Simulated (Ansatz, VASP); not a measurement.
# Two plane-wave programs on TiAl3

File INCAR:

```
SYSTEM = TiAl3
PREC = Accurate
ENCUT = 520
EDIFF = 1E-6
ISMEAR = 0
SIGMA = 0.15
LREAL = .False.
LASPH = .True.
NELM = 100
ALGO = Fast
ISIF = 2
LWAVE = .False.
LCHARG = .False.
GGA = CA
NBANDS = 18
```

File KPOINTS:

```
Automatic mesh
0
Gamma
  16 16 16
  0 0 0
```

Contents of POSCAR:

```
TiAl3
1.0
   -1.8034729713      1.8034729713      4.1586283246
    1.8034729713     -1.8034729713      4.1586283246
    1.8034729713      1.8034729713     -4.1586283246
Ti Al
1 3
Direct
    0.0000000000      0.0000000000      0.0000000000
    0.5000000000      0.5000000000      0.0000000000
    0.7500000000      0.2500000000      0.5000000000
    0.2500000000      0.7500000000      0.5000000000
```

Input for Ansatz:

```yaml
crystal:
  lattice:
    - [-1.8034729713, 1.8034729713, 4.1586283246]
    - [1.8034729713, -1.8034729713, 4.1586283246]
    - [1.8034729713, 1.8034729713, -4.1586283246]
  atoms:
    - { symbol: Ti, position: [0.0, 0.0, 0.0] }
    - { symbol: Al, position: [0.5, 0.5, 0.0] }
    - { symbol: Al, position: [0.75, 0.25, 0.5] }
    - { symbol: Al, position: [0.25, 0.75, 0.5] }
basis:
  ecutwfc: 520.0
kpoints:
  mp_grid: { grid: [16, 16, 16] }
hamiltonian:
  xc: lda
  pseudopotentials: { kind: paw, azcp: { folder: soft_1 } }
scf:
  occupations: { method: gaussian, width: 0.15 }
output:
  forces: true
  stress: true
  eigenvalues: true
```

Alike in both runs: task single point; functional LDA; k mesh 16 × 16 × 16; occupations gaussian, width 0.15 eV; no spin polarisation.

|  | VASP | Ansatz |
| --- | --- | --- |
| version | VASP 6.6.1 | Ansatz 0.2.0 |
| potentials or method | VASP PAW LDA potentials, release 64 (Ti_sv, Al), cutoff 520 eV | scalar-relativistic, plane waves, PAW |
| valence electrons in the cell | 21 | 21 |

|  | VASP | Ansatz | Ansatz less VASP |
| --- | --- | --- | --- |
| gap on the k mesh at the Fermi level (eV) | none | none | - |
| pressure (GPa) | 17.0 | 16.7 | -0.25 |
| traceless stress, the component that is largest in VASP (GPa) | -5.21 | -5.19 | +0.018 |

Ansatz warns that its potentials were made for another functional, while VASP's fit it. LDA's correlation is that of Perdew and Zunger in VASP and of Perdew and Wang (1992) in Ansatz. A gap of «none» marks a metal or a gap that the smearing closes.
